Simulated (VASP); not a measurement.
# ZnS (Fm-3m) in VASP: further runs, part 2 of 2

VASP 6.6.1.

## (3) Single point, PBE

Contents of INCAR:

```
SYSTEM = ZnS
ALGO = Normal
EDIFF = 1E-6
ENCUT = 520
GGA = PE
ISIF = 2
ISMEAR = 0
LASPH = .True.
LCHARG = .False.
LREAL = .False.
LWAVE = .False.
NBANDS = 16
NELM = 80
PREC = Accurate
SIGMA = 0.5
```

Contents of KPOINTS:

```
k-points
0
Gamma
  6 6 6
  0 0 0
```

Contents of POSCAR:

```
ZnS
1.0
    0.0000000000      2.5310225584      2.5310225584
    2.5310225584      0.0000000000      2.5310225584
    2.5310225584      2.5310225584      0.0000000000
Zn S
1 1
Direct
    0.0000000000      0.0000000000      0.0000000000
    0.5000000000      0.5000000000      0.5000000000
```

Potentials or basis: VASP PAW PBE potentials, release 64 (Zn, S).

Launch:

```bash
> cat potpaw_PBE.64/Zn/POTCAR potpaw_PBE.64/S/POTCAR > POTCAR
> mpirun -np 1 vasp_std > vasp.out
```

OUTCAR:

```text
SYSTEM = ZnS
   EDIFF = 1E-6
   ENCUT = 520
   GGA = PE
   ISIF = 2
   ISMEAR = 0
   LASPH = .True.
   LREAL = .False.
   NELM = 80
   PREC = Accurate

 ion  position               nearest neighbor table
   1  0.000  0.000  0.000-   2 2.53   2 2.53   2 2.53   2 2.53   2 2.53   2 2.53
   2  0.500  0.500  0.500-   1 2.53   1 2.53   1 2.53   1 2.53   1 2.53   1 2.53

  LATTYP: Found a face centered cubic cell.
 ALAT       =     5.0620451168

  Lattice vectors:

 A1 = (   0.0000000000,   2.5310225584,   2.5310225584)
 A2 = (   2.5310225584,   0.0000000000,   2.5310225584)
 A3 = (   2.5310225584,   2.5310225584,   0.0000000000)

Analysis of symmetry for initial positions (statically):
=====================================================================
 Subroutine PRICEL returns:
 Original cell was already a primitive cell.

 Routine SETGRP: Setting up the symmetry group for a
 face centered cubic supercell.

 Subroutine GETGRP returns: Found 48 space group operations
 (whereof 48 operations were pure point group operations)
 out of a pool of 48 trial point group operations.

The static configuration has the point symmetry O_h .

Analysis of symmetry for dynamics (positions and initial velocities):
=====================================================================
 Subroutine PRICEL returns:
 Original cell was already a primitive cell.

 Routine SETGRP: Setting up the symmetry group for a
 face centered cubic supercell.

 Subroutine GETGRP returns: Found 48 space group operations
 (whereof 48 operations were pure point group operations)
 out of a pool of 48 trial point group operations.

The dynamic configuration has the point symmetry O_h .

 Subroutine INISYM returns: Found 48 space group operations
 (whereof 48 operations are pure point group operations),
 and found     1 'primitive' translations

----------------------------------------------------------------------------------------

                                     Primitive cell

  volume of cell :      32.4278

  direct lattice vectors                    reciprocal lattice vectors
     0.000000000  2.531022558  2.531022558    -0.197548615  0.197548615  0.197548615
     2.531022558  0.000000000  2.531022558     0.197548615 -0.197548615  0.197548615
     2.531022558  2.531022558  0.000000000     0.197548615  0.197548615 -0.197548615

  length of vectors
     3.579406429  3.579406429  3.579406429     0.342164237  0.342164237  0.342164237

  position of ions in fractional coordinates (direct lattice)
     0.000000000  0.000000000  0.000000000
     0.500000000  0.500000000  0.500000000

  ion indices of the primitive-cell ions
   primitive index   ion index
                 1           1
                 2           2

----------------------------------------------------------------------------------------

 KPOINTS: k-points

Automatic generation of k-mesh.
 Grid dimensions read from file:
 generate k-points for:    6    6    6

 Generating k-lattice:

  Cartesian coordinates                     Fractional coordinates (reciprocal lattice)
    -0.032924769  0.032924769  0.032924769     0.166666667  0.000000000  0.000000000
     0.032924769 -0.032924769  0.032924769     0.000000000  0.166666667  0.000000000
     0.032924769  0.032924769 -0.032924769     0.000000000  0.000000000  0.166666667

  Length of vectors
     0.057027373  0.057027373  0.057027373

  Shift w.r.t. Gamma in fractional coordinates (k-lattice)
     0.000000000  0.000000000  0.000000000

 Subroutine IBZKPT returns following result:
 ===========================================

 Found     16 irreducible k-points:

 Following reciprocal coordinates:
            Coordinates               Weight
  0.000000  0.000000  0.000000      1.000000
  0.166667  0.000000  0.000000      8.000000
  0.333333  0.000000  0.000000      8.000000
  0.500000  0.000000  0.000000      4.000000
  0.166667  0.166667  0.000000      6.000000
  0.333333  0.166667  0.000000     24.000000
[... 8 lines left out ...]
 -0.333333  0.333333  0.166667     24.000000
 -0.333333  0.500000  0.166667     12.000000
   k-points           NKPTS =     16   k-points in BZ     NKDIM =     16   number of bands    NBANDS=     16
   number of dos      NEDOS =    301   number of ions     NIONS =      2
   total plane-waves  NPLWV =  21952
   dimension x,y,z NGX =    28 NGY =   28 NGZ =   28
   dimension x,y,z NGXF=    56 NGYF=   56 NGZF=   56
   ions per type =               1   1
   NGX,Y,Z   is equivalent  to a cutoff of  13.00, 13.00, 13.00 a.u.
   NGXF,Y,Z  is equivalent  to a cutoff of  26.01, 26.01, 26.01 a.u.
 SYSTEM =  ZnS
   PREC   = accura    normal or accurate (medium, high low for compatibility)
   ISTART =      0    job   : 0-new  1-cont  2-samecut
   ICHARG =      2    charge: 1-file 2-atom 10-const
   ISPIN  =      1    spin polarized calculation?
   LNONCOLLINEAR =      F non collinear calculations
   LSORBIT =      F    spin-orbit coupling
   LASPH  =      T    aspherical Exc in radial PAW
   ENCUT  =  520.0 eV  38.22 Ry    6.18 a.u.   6.66  6.66  6.66*2*pi/ulx,y,z
   NELM   =     80;   NELMIN=  2; NELMDL= -5     # of ELM steps
   EDIFF  = 0.1E-05   stopping-criterion for ELM
   LREAL  =      F    real-space projection
   EDIFFG = 0.1E-04   stopping-criterion for IOM
   NSW    =      0    number of steps for IOM
   IBRION =     -1    ionic relax: 0-MD 1-quasi-New 2-CG
   NFREE  =      0    steps in history (QN), initial steepest desc. (CG)
   ISIF   =      2    stress and relaxation
   ISYM   =      2    0-nonsym 1-usesym 2-fastsym
   POTIM  = 0.5000    time-step for ionic-motion
   TEBEG  =    0.0;   TEEND  =   0.0 temperature during run
   PSTRESS=    0.0 pullay stress
   NELECT =      18.0000    total number of electrons
   NUPDOWN=      -1.0000    fix difference up-down
   EMIN   =  10.00;   EMAX   =-10.00  energy-range for DOS
   EFERMI =   0.00;   METHOD = LEGACY
   ISMEAR =     0;   SIGMA  =   0.50  broadening in eV -4-tet -1-fermi 0-gaus
   EFERMI_NEDOS =   21; number of points for ismear=-14 and -15
   IALGO  =     38    algorithm
   IMIX   =      4    mixing-type and parameters
     AMIX     =   0.40;   BMIX     =  1.00
     AMIX_MAG =   1.60;   BMIX_MAG =  1.00
  volume/ion in A,a.u.               =      16.21       109.42
  Fermi-wavevector in a.u.,A,eV,Ry     =   1.345425  2.542486 24.628855  1.810170
  Thomas-Fermi vector in A             =   2.473339
   LORBIT       =      0    0 simple, 1 ext, 2 COOP (PROOUT), +10 PAW based schemes
   GGA     = PE    functional components
   LHFCALC =     F    Hartree Fock is set to
   AEXX    =    0.0000 exact exchange contribution
   IVDW    =     0    specifies the selected vdW correction
   LEPSILON=     F    determine dielectric tensor
   LRPA    =     F    only Hartree local field effects (RPA)
 non-spin polarized calculation
 Gauss-broadening in eV      SIGMA  =   0.50
  energy-cutoff  :      520.00
  volume of cell :       32.43
 maximum number of plane-waves:       893
 NGX is ok and might be reduce to    28
   NGX = 13   NGY = 13   NGZ = 13

 number of electron      18.0000013 magnetization

 Free energy of the ion-electron system (eV)
  ---------------------------------------------------
  ext. energy  EPLUGINS =         0.00000000
  ---------------------------------------------------
  free energy    TOTEN  =        -6.21916938 eV

  energy without entropy =       -6.19500446  energy(sigma->0) =       -6.20708692

 E-fermi :   4.4783     XC(G=0): -10.9071

 val. band max:        4.0472465966   @ k =  -0.1667   0.1667   0.0000
 cond. band min:       5.2637849179   @ k =   0.3333   0.3333   0.0000
 fundamental gap:      1.2165383213
 Fermi energy:         4.4782534983

 k-point     1 :       0.0000    0.0000    0.0000
  band No.  band energies     occupation
      1      -9.9027      2.00000
      2      -2.2508      2.00000
      3      -2.2508      2.00000
      4      -2.2356      2.00000
      5      -2.2356      2.00000
      6      -2.2356      2.00000
[... 8 lines left out ...]
     15      15.7462      0.00000
     16      15.7462      0.00000
[... 267 lines left out ...]
 k-point    16 :      -0.3333    0.5000    0.1667
  band No.  band energies     occupation
      1      -7.8865      2.00000
      2      -2.3941      2.00000
      3      -2.3778      2.00000
      4      -2.2479      2.00000
      5      -2.0114      2.00000
      6      -1.6781      2.00000
[... 8 lines left out ...]
     15      19.2411      0.00000
     16      20.0924      0.00000

------------------------ aborting loop because EDIFF is reached ----------------------------------------

  FORCE on cell =-STRESS in cart. coord.  units (eV):
  Direction    XX          YY          ZZ          XY          YZ          ZX
  --------------------------------------------------------------------------------------
  -------------------------------------------------------------------------------------
  Total        0.5060113      0.5060113      0.5060113     -0.0000000     -0.0000000     -0.0000000
  in kB       25.0007325     25.0007325     25.0007325     -0.0000000     -0.0000000     -0.0000000
  external PRESSURE =      25.0007325 kB  Pullay stress =       0.0000000 kB

 VOLUME and BASIS-vectors are now :
 -----------------------------------------------------------------------------
  energy-cutoff  :      520.00
  volume of cell :       32.43
      direct lattice vectors                 reciprocal lattice vectors
     0.000000000  2.531022558  2.531022558    -0.197548615  0.197548615  0.197548615
     2.531022558  0.000000000  2.531022558     0.197548615 -0.197548615  0.197548615
     2.531022558  2.531022558  0.000000000     0.197548615  0.197548615 -0.197548615

 POSITION                                       TOTAL-FORCE (eV/Angst)
 -----------------------------------------------------------------------------------
      0.00000      0.00000      0.00000        -0.000000      0.000000     -0.000000
      2.53102      2.53102      2.53102         0.000000     -0.000000      0.000000
 -----------------------------------------------------------------------------------
    total drift:                               -0.000000      0.000000      0.000000

  FREE ENERGIE OF THE ION-ELECTRON SYSTEM (eV)
  ---------------------------------------------------
  free  energy   TOTEN  =        -6.2191693790 eV

  energy  without entropy=       -6.1950044627  energy(sigma->0) =       -6.20708692
```

Wall time 7.9 s (1 thread of Intel Xeon Platinum 8375C at 2.90GHz (Ice Lake), shared host); peak memory 0.15 GiB.

Results:

```yaml
Free_energy: -6.2192 eV
Pressure: 2.5 GPa
Band_gap_on_the_k_mesh: zero (band 9 reaches 4.05 eV, above the bottom of band 10 at 3.77 eV)
```

## (4) Single point, PBE

Contents of INCAR:

```
PREC = Accurate
ENCUT = 520
EDIFF = 1E-6
ISMEAR = -1
SIGMA = 0.02
LREAL = False
LASPH = True
NELM = 100
ALGO = Normal
ISIF = 2
LWAVE = False
LCHARG = True
GGA = PE
LELF = True
LVHAR = True
NBANDS = 16
```

Contents of KPOINTS:

```
regular mesh
0
Gamma
  6 6 6
```

POSCAR is that of step 3.

Potentials or basis: VASP PAW PBE potentials, release 64 (Zn, S).

Launch:

```bash
> cat potpaw_PBE.64/Zn/POTCAR potpaw_PBE.64/S/POTCAR > POTCAR
> mpirun -np 1 vasp_std > vasp.out
```

OUTCAR:

```text
PREC = Accurate
   ENCUT = 520
   EDIFF = 1E-6
   ISMEAR = -1
   LREAL = False
   LASPH = True
   NELM = 100
   ISIF = 2
   GGA = PE

 ion  position               nearest neighbor table
   1  0.000  0.000  0.000-   2 2.53   2 2.53   2 2.53   2 2.53   2 2.53   2 2.53
   2  0.500  0.500  0.500-   1 2.53   1 2.53   1 2.53   1 2.53   1 2.53   1 2.53

  LATTYP: Found a face centered cubic cell.
 ALAT       =     5.0620451168

  Lattice vectors:

 A1 = (   0.0000000000,   2.5310225584,   2.5310225584)
 A2 = (   2.5310225584,   0.0000000000,   2.5310225584)
 A3 = (   2.5310225584,   2.5310225584,   0.0000000000)

Analysis of symmetry for initial positions (statically):
=====================================================================
 Subroutine PRICEL returns:
 Original cell was already a primitive cell.

 Routine SETGRP: Setting up the symmetry group for a
 face centered cubic supercell.

 Subroutine GETGRP returns: Found 48 space group operations
 (whereof 48 operations were pure point group operations)
 out of a pool of 48 trial point group operations.

The static configuration has the point symmetry O_h .
[... 149 lines left out ...]

  energy without entropy =       -6.20211662  energy(sigma->0) =       -6.20276056

 E-fermi :   4.0700     XC(G=0): -10.9071

 val. band max:        4.0476708508   @ k =  -0.1667   0.1667   0.0000
 cond. band min:       5.2639401790   @ k =   0.3333   0.3333   0.0000
 fundamental gap:      1.2162693282
 Fermi energy:         4.0699952276

 k-point     1 :       0.0000    0.0000    0.0000
  band No.  band energies     occupation
      1      -9.9026      2.00000
      2      -2.2486      2.00000
      3      -2.2486      2.00000
      4      -2.2334      2.00000
      5      -2.2334      2.00000
      6      -2.2334      2.00000
[... 281 lines left out ...]
      3      -2.3758      2.00000
      4      -2.2459      2.00000
      5      -2.0092      2.00000
      6      -1.6759      2.00000
[... 8 lines left out ...]
     15      19.2412      0.00000
     16      20.0925      0.00000

------------------------ aborting loop because EDIFF is reached ----------------------------------------

  FORCE on cell =-STRESS in cart. coord.  units (eV):
  Direction    XX          YY          ZZ          XY          YZ          ZX
  --------------------------------------------------------------------------------------
  -------------------------------------------------------------------------------------
  Total        0.5038251      0.5038251      0.5038251      0.0000000      0.0000000     -0.0000000
  in kB       24.8927173     24.8927173     24.8927173      0.0000000      0.0000000     -0.0000000
  external PRESSURE =      24.8927173 kB  Pullay stress =       0.0000000 kB

 VOLUME and BASIS-vectors are now :
 -----------------------------------------------------------------------------
  energy-cutoff  :      520.00
  volume of cell :       32.43
      direct lattice vectors                 reciprocal lattice vectors
     0.000000000  2.531022558  2.531022558    -0.197548615  0.197548615  0.197548615
     2.531022558  0.000000000  2.531022558     0.197548615 -0.197548615  0.197548615
     2.531022558  2.531022558  0.000000000     0.197548615  0.197548615 -0.197548615

 POSITION                                       TOTAL-FORCE (eV/Angst)
 -----------------------------------------------------------------------------------
      0.00000      0.00000      0.00000        -0.000000      0.000000      0.000000
      2.53102      2.53102      2.53102         0.000000     -0.000000     -0.000000
 -----------------------------------------------------------------------------------
    total drift:                               -0.000000      0.000000      0.000000

  FREE ENERGIE OF THE ION-ELECTRON SYSTEM (eV)
  ---------------------------------------------------
  free  energy   TOTEN  =        -6.2034044945 eV

  energy  without entropy=       -6.2021166222  energy(sigma->0) =       -6.20276056
```

OSZICAR:

```text
N       E                     dE             d eps       ncg     rms          rms(c)
DAV:   1     0.851288480951E+02    0.85129E+02   -0.90852E+03   512   0.144E+03
DAV:   2    -0.158651102325E+01   -0.86715E+02   -0.80356E+02   584   0.264E+02
DAV:   3    -0.663664965136E+01   -0.50501E+01   -0.50266E+01   632   0.617E+01
DAV:   4    -0.667871957993E+01   -0.42070E-01   -0.42064E-01   592   0.558E+00
DAV:   5    -0.667910716818E+01   -0.38759E-03   -0.38758E-03   656   0.557E-01    0.719E+00
DAV:   6    -0.623101197863E+01    0.44810E+00   -0.75956E-01   720   0.284E+01    0.559E+00
DAV:   7    -0.620594577824E+01    0.25066E-01   -0.17596E-01   592   0.415E+00    0.281E+00
DAV:   8    -0.620347156738E+01    0.24742E-02   -0.52993E-03   696   0.107E+00    0.561E-01
DAV:   9    -0.620335693038E+01    0.11464E-03   -0.13149E-03   600   0.301E-01    0.570E-02
DAV:  10    -0.620341582694E+01   -0.58897E-04   -0.17428E-04   656   0.990E-02    0.424E-02
DAV:  11    -0.620340469163E+01    0.11135E-04   -0.27290E-05   696   0.513E-02    0.820E-03
DAV:  12    -0.620340449450E+01    0.19713E-06   -0.30357E-06   576   0.122E-02
   1 F= -.62034045E+01 E0= -.62027606E+01  d E =-.128787E-02
```

stdout:

```text
POSCAR found type information on POSCAR ZnS
 POSCAR found :  2 types and       2 ions
 scaLAPACK will be used
 LDA part: xc-table for (Slater+PW92), standard interpolation
 POSCAR, INCAR and KPOINTS ok, starting setup
 FFT: planning ... GRIDC
 FFT: planning ... GRID_SOFT
 FFT: planning ... GRID
 WAVECAR not read
 entering main loop
```

Run time: 8.4 s. Hardware: 1 thread of Intel Xeon Platinum 8375C at 2.90GHz (Ice Lake), shared host; peak memory 0.15 GiB.

Results:

```yaml
Free_energy: -6.2034 eV
Pressure: 2.5 GPa
Band_gap_on_the_k_mesh: zero (band 9 reaches 4.05 eV, above the bottom of band 10 at 3.77 eV)
```

Levels at points of the mesh, in eV from the Fermi level:
| k point | band 6 | band 7 | band 8 | band 9 | band 10 | band 11 | band 12 | band 13 |
| --- | --- | --- | --- | --- | --- | --- | --- | --- |
| (0.00, 0.00, 0.00) | -6.30 | -0.63 | -0.63 | -0.63 | 1.95 | 9.04 | 9.04 | 9.04 |
| (0.50, 0.00, 0.00) | -6.13 | -5.40 | -0.11 | -0.11 | 3.86 | 5.56 | 5.56 | 7.58 |
| (0.50, 0.50, 0.00) | -5.64 | -5.34 | -2.59 | -2.59 | -0.30 | 5.38 | 11.96 | 12.48 |

## (5) Single point, PBEsol

Contents of INCAR:

```
  PREC = Accurate
  ENCUT = 520
  EDIFF = 1E-6
  ISMEAR = -1
  SIGMA = 0.02
  LREAL = False
  LASPH = True
  NELM = 100
  ALGO = Normal
  ISIF = 2
  LWAVE = False
  LCHARG = False
  GGA = PS
  NBANDS = 16
```

KPOINTS is that of step 4.

POSCAR is that of step 4.

Launch:

```bash
> cat potpaw_PBE.64/Zn/POTCAR potpaw_PBE.64/S/POTCAR > POTCAR
> mpirun -np 1 vasp_std > vasp.out
```

It took 8.1 s on 1 thread of Intel Xeon Platinum 8375C at 2.90GHz (Ice Lake), shared host; peak memory 0.15 GiB.

Results (log left out):

* Free energy: -7.0375 eV
* Pressure: -2.1 GPa
* Band gap on the k mesh: zero (band 9 reaches 3.97 eV, above the bottom of band 10 at 3.58 eV)

Levels at points of the mesh, in eV from the Fermi level:
| k point | band 7 | band 8 | band 9 | band 10 | band 11 | band 12 |
| --- | --- | --- | --- | --- | --- | --- |
| (0.00, 0.00, 0.00) | -0.63 | -0.63 | -0.63 | 1.84 | 8.96 | 8.96 |
| (0.50, 0.00, 0.00) | -5.44 | -0.11 | -0.11 | 3.71 | 5.46 | 5.46 |
| (0.50, 0.50, 0.00) | -5.43 | -2.63 | -2.63 | -0.40 | 5.24 | 11.83 |

Caveat: the PAW data sets were made with another functional, which shifts forces and pressure a little.

## (6) Overview

```csv
level,cutoff (eV),smearing,gap on the mesh (eV),pressure (GPa)
PBE,500,fermi-dirac 0.05 eV,none,2.5
PBE,520,gaussian 0.5 eV,none,2.5
PBE,520,fermi-dirac 0.02 eV,none,2.5
PBEsol,520,fermi-dirac 0.02 eV,none,-2.1
```

Alike in all rows: task single point; potentials or basis VASP PAW PBE potentials, release 64 (Zn, S); no spin polarisation; cell as given; k mesh 6 × 6 × 6.

Every run on the cell as given and a fine mesh finds a metal. The pressure there spans -2.1 GPa (PBEsol) to 2.5 GPa (PBE); a positive pressure means that this level wants a larger cell, a negative one a smaller.

Caveats: the PAW data sets were made with another functional, which shifts forces and pressure a little (some runs).

Total energies depend on the potentials used, so only differences within one code and one set of settings carry meaning.
